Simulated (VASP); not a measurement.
Runs of VASP 6.6.1 on Pd. The structure is that of space group Fm-3m (No. 225), or close to it. The cells are those of the table. 

```tsv
task	cell	k mesh	cutoff (eV)	smearing	gap on the mesh (eV)	pressure (GPa)	relaxed volume (Å³/atom)
relaxation of cell and atoms	relaxed from a = 2.719 Å, angles 60.0°, 1 atom	26 × 26 × 26	600	gaussian 0.1 eV	none	0.0	(a)
single point	a = 2.719 Å, angles 60.0°, 1 atom	8 × 8 × 8	520	gaussian 0.1 eV	none	0.3	-
single point	a = 2.714 Å, angles 60.0°, 1 atom	26 × 26 × 26	520	gaussian 0.1 eV	none	0.3	-
single point	a = 2.718 Å, angles 60.0°, 1 atom	26 × 26 × 26	520	fermi-dirac 0.15 eV	none	0.3	-
relaxation of cell and atoms	relaxed from a = 2.714 Å, angles 60.0°, 1 atom	26 × 26 × 26	600	fermi-dirac 0.15 eV	none	0.0	14.21
single point	a = 2.770 Å, angles 60.0°, 1 atom	8 × 8 × 8	520	gaussian 0.1 eV	none	-10.6	-
```

Alike in all rows: level LDA; potentials or basis VASP PAW LDA potentials, release 64 (Pd); no spin polarisation.

Problem. Estimate the missing entries.

Solution. (a) 14.16.

A k mesh can miss the band edges, and the runs leave out spin-orbit coupling on Pd.

A gap of «none» marks levels without a gap at the run's occupations.
